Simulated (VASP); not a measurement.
Write the native input for VASP 6.6.1 that does the following.

* Task: relaxation of the atoms
* Functional: PBEsol
* Potentials or basis: VASP PAW PBE potentials, release 64 (Mg, S)
* Cutoff: 520 eV
* k mesh: 6 × 6 × 6
* Occupations: gaussian, width 0.02 eV
* Spin: no spin polarisation
* Dipole correction: no
* Further INCAR settings: ALGO = Normal; EDIFF = 1e-07; IBRION = 2; EDIFFG = -0.002; NSW = 60

The structure of MgS (sol2) lies in POSCAR:

```
MgS
1.0
    0.0157311411      2.6013909985      2.5856978984
    2.6013909985      0.0157311411      2.5856978984
    2.6171221396      2.6171221396      0.0000000000
Mg S
1 1
Direct
    0.0000000000      0.0000000000      0.0000000000
    0.5000000000      0.5000000000      0.5000000000
```

This cell differs from its parent crystal: strained cell.

One way to write it, as run:

INCAR

```
ALGO = Normal
EDIFF = 1E-7
EDIFFG = -0.002
ENCUT = 520
GGA = PS
GGA_COMPAT = F
IBRION = 2
ISIF = 2
ISMEAR = 0
LASPH = T
LCHARG = F
LREAL = F
LWAVE = F
NELM = 120
NELMIN = 4
NSW = 60
PREC = Accurate
SIGMA = 0.02
```

KPOINTS

```
k-points
0
Gamma
  6 6 6
```

Potentials or basis: VASP PAW PBE potentials, release 64 (Mg, S).

The run is started by

```console
$ cat potpaw_PBE.64/Mg/POTCAR potpaw_PBE.64/S/POTCAR > POTCAR
$ mpirun -np 1 vasp_std > vasp.out
```

It gave:

```yaml
Pressure_after_relaxing: -0.6 GPa
Band_gap_on_the_k_mesh: 2.62 eV, indirect (least direct gap 3.58 eV)
```

Caveat: the cell differs from its parent crystal (strained cell); the relaxation stopped at its first step, so nothing moved; the PAW data sets were made with another functional, which shifts forces and pressure a little.

It took 7.5 s on 1 thread of Intel(R) Xeon(R) 6975P-C (Granite Rapids), with other jobs on the host, peak memory 0.16 GiB.
